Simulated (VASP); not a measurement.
# MgO (Periclase) (Fm-3m) in VASP: a series of runs, part 2 of 3

VASP 6.6.1. Earlier steps stand in the parts before.

## Step 3: Relaxation of cell and atoms, PBEsol, target pressure 23.2 GPa, at which the enthalpy is minimised

This run uses another cell than the first one, of 8.33 Å³/atom, 0.889 times its volume.

File INCAR:

```
  PREC = Accurate
  ENCUT = 600
  EDIFF = 1E-7
  ISMEAR = 0
  SIGMA = 0.01
  LREAL = F
  LASPH = T
  NELM = 120
  ALGO = Normal
  ISIF = 3
  LWAVE = F
  LCHARG = F
  GGA = PS
  IBRION = 2
  NSW = 80
  EDIFFG = -0.002
  PSTRESS = 232.0
  GGA_COMPAT = F
  NELMIN = 4
```

File KPOINTS:

```
regular mesh
0
Gamma
  10 10 10
```

File POSCAR:

```
MgO
1.0
    0.0000000000      2.0272248138      2.0272248138
    2.0272248138      0.0000000000      2.0272248138
    2.0272248138      2.0272248138      0.0000000000
Mg O
1 1
Direct
    0.0000000000      0.0000000000      0.0000000000
    0.5000000000      0.5000000000      0.5000000000
```

Potentials or basis: VASP PAW PBE potentials, release 64 (Mg, O).

Started as:

```console
$ cat potpaw_PBE.64/Mg/POTCAR potpaw_PBE.64/O/POTCAR > POTCAR
$ mpirun -np 1 vasp_std > vasp.out
```

OUTCAR:

```text
PREC = Accurate
   ENCUT = 600
   EDIFF = 1E-7
   ISMEAR = 0
   LREAL = F
   LASPH = T
   NELM = 120
   ISIF = 3
   GGA = PS
   IBRION = 2
   NSW = 80
   EDIFFG = -0.002
   PSTRESS = 232.0
   NELMIN = 4

 ion  position               nearest neighbor table
   1  0.000  0.000  0.000-   2 2.03   2 2.03   2 2.03   2 2.03   2 2.03   2 2.03
   2  0.500  0.500  0.500-   1 2.03   1 2.03   1 2.03   1 2.03   1 2.03   1 2.03

  LATTYP: Found a face centered cubic cell.
 ALAT       =     4.0544496276

  Lattice vectors:

 A1 = (   0.0000000000,   2.0272248138,   2.0272248138)
 A2 = (   2.0272248138,   0.0000000000,   2.0272248138)
 A3 = (   2.0272248138,   2.0272248138,   0.0000000000)

Analysis of symmetry for initial positions (statically):
[... 6 lines left out ...]

 Subroutine GETGRP returns: Found 48 space group operations
 (whereof 48 operations were pure point group operations)
 out of a pool of 48 trial point group operations.

The static configuration has the point symmetry O_h .

Analysis of symmetry for dynamics (positions and initial velocities):
[... 6 lines left out ...]

 Subroutine GETGRP returns: Found 48 space group operations
 (whereof 48 operations were pure point group operations)
 out of a pool of 48 trial point group operations.

The dynamic configuration has the point symmetry O_h .

 Subroutine INISYM returns: Found 48 space group operations
 (whereof 48 operations are pure point group operations),
 and found     1 'primitive' translations

----------------------------------------------------------------------------------------

                                     Primitive cell

  volume of cell :      16.6623

  direct lattice vectors                    reciprocal lattice vectors
     0.000000000  2.027224814  2.027224814    -0.246642601  0.246642601  0.246642601
     2.027224814  0.000000000  2.027224814     0.246642601 -0.246642601  0.246642601
     2.027224814  2.027224814  0.000000000     0.246642601  0.246642601 -0.246642601

  length of vectors
     2.866928826  2.866928826  2.866928826     0.427197515  0.427197515  0.427197515

  position of ions in fractional coordinates (direct lattice)
     0.000000000  0.000000000  0.000000000
     0.500000000  0.500000000  0.500000000

  ion indices of the primitive-cell ions
   primitive index   ion index
                 1           1
                 2           2

----------------------------------------------------------------------------------------

 KPOINTS: regular mesh

Automatic generation of k-mesh.
 Grid dimensions read from file:
 generate k-points for:   10   10   10

 Generating k-lattice:

  Cartesian coordinates                     Fractional coordinates (reciprocal lattice)
    -0.024664260  0.024664260  0.024664260     0.100000000  0.000000000  0.000000000
     0.024664260 -0.024664260  0.024664260     0.000000000  0.100000000  0.000000000
     0.024664260  0.024664260 -0.024664260     0.000000000  0.000000000  0.100000000

  Length of vectors
     0.042719752  0.042719752  0.042719752

  Shift w.r.t. Gamma in fractional coordinates (k-lattice)
     0.000000000  0.000000000  0.000000000

 Subroutine IBZKPT returns following result:
 ===========================================

 Found     47 irreducible k-points:

 Following reciprocal coordinates:
            Coordinates               Weight
  0.000000  0.000000  0.000000      1.000000
  0.100000  0.000000  0.000000      8.000000
  0.200000  0.000000  0.000000      8.000000
  0.300000  0.000000  0.000000      8.000000
  0.400000  0.000000  0.000000      8.000000
  0.500000  0.000000  0.000000      4.000000
[... 16 lines left out ...]
  0.300000  0.300000  0.000000      6.000000
  0.400000  0.300000  0.000000     24.000000
 [... further k-points ...]
   k-points           NKPTS =     47   k-points in BZ     NKDIM =     47   number of bands    NBANDS=      8
   number of dos      NEDOS =    301   number of ions     NIONS =      2
   total plane-waves  NPLWV =  13824
   dimension x,y,z NGX =    24 NGY =   24 NGZ =   24
   dimension x,y,z NGXF=    48 NGYF=   48 NGZF=   48
   ions per type =               1   1
   NGX,Y,Z   is equivalent  to a cutoff of  13.92, 13.92, 13.92 a.u.
   NGXF,Y,Z  is equivalent  to a cutoff of  27.83, 27.83, 27.83 a.u.
 SYSTEM =  unknown system
   PREC   = accura    normal or accurate (medium, high low for compatibility)
   ISTART =      0    job   : 0-new  1-cont  2-samecut
   ICHARG =      2    charge: 1-file 2-atom 10-const
   ISPIN  =      1    spin polarized calculation?
   LNONCOLLINEAR =      F non collinear calculations
   LSORBIT =      F    spin-orbit coupling
   LASPH  =      T    aspherical Exc in radial PAW
   ENCUT  =  600.0 eV  44.10 Ry    6.64 a.u.   5.73  5.73  5.73*2*pi/ulx,y,z
   NELM   =    120;   NELMIN=  4; NELMDL= -5     # of ELM steps
   EDIFF  = 0.1E-06   stopping-criterion for ELM
   LREAL  =      F    real-space projection
   EDIFFG = -.2E-02   stopping-criterion for IOM
   NSW    =     80    number of steps for IOM
   IBRION =      2    ionic relax: 0-MD 1-quasi-New 2-CG
   NFREE  =      1    steps in history (QN), initial steepest desc. (CG)
   ISIF   =      3    stress and relaxation
   ISYM   =      2    0-nonsym 1-usesym 2-fastsym
   POTIM  = 0.5000    time-step for ionic-motion
   TEBEG  =    0.0;   TEEND  =   0.0 temperature during run
   PSTRESS=  232.0 pullay stress
   NELECT =       8.0000    total number of electrons
   NUPDOWN=      -1.0000    fix difference up-down
   EMIN   =  10.00;   EMAX   =-10.00  energy-range for DOS
   EFERMI =   0.00;   METHOD = LEGACY
   ISMEAR =     0;   SIGMA  =   0.01  broadening in eV -4-tet -1-fermi 0-gaus
   EFERMI_NEDOS =   21; number of points for ismear=-14 and -15
   IALGO  =     38    algorithm
   IMIX   =      4    mixing-type and parameters
     AMIX     =   0.40;   BMIX     =  1.00
     AMIX_MAG =   1.60;   BMIX_MAG =  1.00
  volume/ion in A,a.u.               =       8.33        56.22
  Fermi-wavevector in a.u.,A,eV,Ry     =   1.281916  2.422470 22.358573  1.643309
  Thomas-Fermi vector in A             =   2.414258
   LORBIT       =      0    0 simple, 1 ext, 2 COOP (PROOUT), +10 PAW based schemes
   GGA     = PS    functional components
   LHFCALC =     F    Hartree Fock is set to
   AEXX    =    0.0000 exact exchange contribution
   IVDW    =     0    specifies the selected vdW correction
   LEPSILON=     F    determine dielectric tensor
   LRPA    =     F    only Hartree local field effects (RPA)
 conjugate gradient relaxation of ions
 non-spin polarized calculation
 Gauss-broadening in eV      SIGMA  =   0.01
  energy-cutoff  :      600.00
  volume of cell :       16.66
 maximum number of plane-waves:       568
   NGX = 11   NGY = 11   NGZ = 11

--------------------------------------- Ionic step        1  -------------------------------------------

 number of electron       7.9999998 magnetization

 Free energy of the ion-electron system (eV)
  ---------------------------------------------------
  ext. energy  EPLUGINS =         0.00000000
  ---------------------------------------------------
  free energy    TOTEN  =       -12.38400392 eV

  energy without entropy =      -12.38400392  energy(sigma->0) =      -12.38400392

------------------------ aborting loop because EDIFF is reached ----------------------------------------

  FORCE on cell =-STRESS in cart. coord.  units (eV):
  Direction    XX          YY          ZZ          XY          YZ          ZX
  --------------------------------------------------------------------------------------
  -------------------------------------------------------------------------------------
  Total        2.3598734      2.3598734      2.3598734      0.0000000     -0.0000000      0.0000000
  in kB      226.9151852    226.9151852    226.9151852      0.0000000     -0.0000000      0.0000000
  external PRESSURE =      -5.0848148 kB  Pullay stress =     232.0000000 kB
[... 61 lines left out ...]
  enthalpy is  TOTEN    =        -9.9712601372 eV   P V=        2.4035334435

--------------------------------------- Ionic step        3  -------------------------------------------

 number of electron       7.9999999 magnetization

 Free energy of the ion-electron system (eV)
  ---------------------------------------------------
  ext. energy  EPLUGINS =         0.00000000
  ---------------------------------------------------
  free energy    TOTEN  =       -12.37917509 eV

  energy without entropy =      -12.37917509  energy(sigma->0) =      -12.37917509

 E-fermi :   4.1571     XC(G=0): -11.8863

 val. band max:        3.9979256161   @ k =   0.0000   0.0000   0.0000
 cond. band min:       9.8445669698   @ k =   0.0000   0.0000   0.0000
 fundamental gap:      5.8466413536
 Fermi energy:         4.1570905793

 k-point     1 :       0.0000    0.0000    0.0000
  band No.  band energies     occupation
      1     -13.8557      2.00000
      2       3.9979      2.00000
      3       3.9979      2.00000
      4       3.9979      2.00000
      5       9.8446      0.00000
      6      20.2709      0.00000
      7      20.2709      0.00000
      8      20.2709      0.00000
[... 243 lines left out ...]
 k-point    24 :       0.4000    0.3000    0.0000
  band No.  band energies     occupation
      1     -12.3017      2.00000
      2      -0.0300      2.00000
      3       2.4947      2.00000
      4       2.7504      2.00000
      5      14.0721      0.00000
      6      14.9410      0.00000
      7      18.7584      0.00000
      8      23.6092      0.00000

 [... further k-points ...]
[... 5 lines left out ...]
  --------------------------------------------------------------------------------------
  -------------------------------------------------------------------------------------
  Total        2.4082812      2.4082812      2.4082812      0.0000000      0.0000000      0.0000000
  in kB      232.0393989    232.0393989    232.0393989      0.0000000      0.0000000      0.0000000
  external PRESSURE =       0.0393989 kB  Pullay stress =     232.0000000 kB
[... 17 lines left out ...]
  FREE ENERGIE OF THE ION-ELECTRON SYSTEM (eV)
  ---------------------------------------------------
  free  energy   TOTEN  =       -12.3791750938 eV

  energy  without entropy=      -12.3791750938  energy(sigma->0) =      -12.37917509

  enthalpy is  TOTEN    =        -9.9713028260 eV   P V=        2.4078722678

 reached required accuracy - stopping structural energy minimisation
```

Run time: 12 s. Hardware: 1 thread of Intel Xeon 6455B, shared host; peak memory 0.15 GiB.

Results:

```yaml
Free_energy: -12.3792 eV
Relaxed_volume: 8.31 Å³/atom
Relaxed_cell: a = 2.865 Å, b = 2.865 Å, c = 2.865 Å, α = 60.00°, β = 60.00°, γ = 60.00°
Space_group_after_relaxing_to_0.05_Å: Fm-3m (No. 225)
Energy_change_on_relaxing_the_enthalpy_is_what_falls: +2.4 meV/atom
Ionic_steps: 3
Pressure_after_relaxing: 23.2 GPa
Band_gap_on_the_k_mesh: 5.85 eV, direct
```

The path:
```tsv
step	energy change (eV)	largest force (eV/Å)	pressure (GPa)	volume (Å³)
1	0.0000	0.0000	22.69	16.66
2	0.0092	0.0000	23.66	16.60
3	0.0048	0.0000	23.20	16.63
```

Final structure:
```cif
data_structure
_symmetry_space_group_name_H-M 'P 1'
_symmetry_Int_Tables_number 1
_cell_length_a 2.8650
_cell_length_b 2.8650
_cell_length_c 2.8650
_cell_angle_alpha 60.000
_cell_angle_beta 60.000
_cell_angle_gamma 60.000
_cell_volume 16.63
loop_
_atom_site_label
_atom_site_type_symbol
_atom_site_fract_x
_atom_site_fract_y
_atom_site_fract_z
_atom_site_occupancy
Mg1 Mg 0.00000 0.00000 0.00000 1
O1 O 0.50000 0.50000 0.50000 1
```

Caveat: the cell is relaxed towards a set pressure, so the enthalpy falls and the energy may rise; the PAW data sets were made with another functional, which shifts forces and pressure a little. PBEsol gaps usually lie below the measured ones, often by a third to a half.

[end of part 2 of 3]
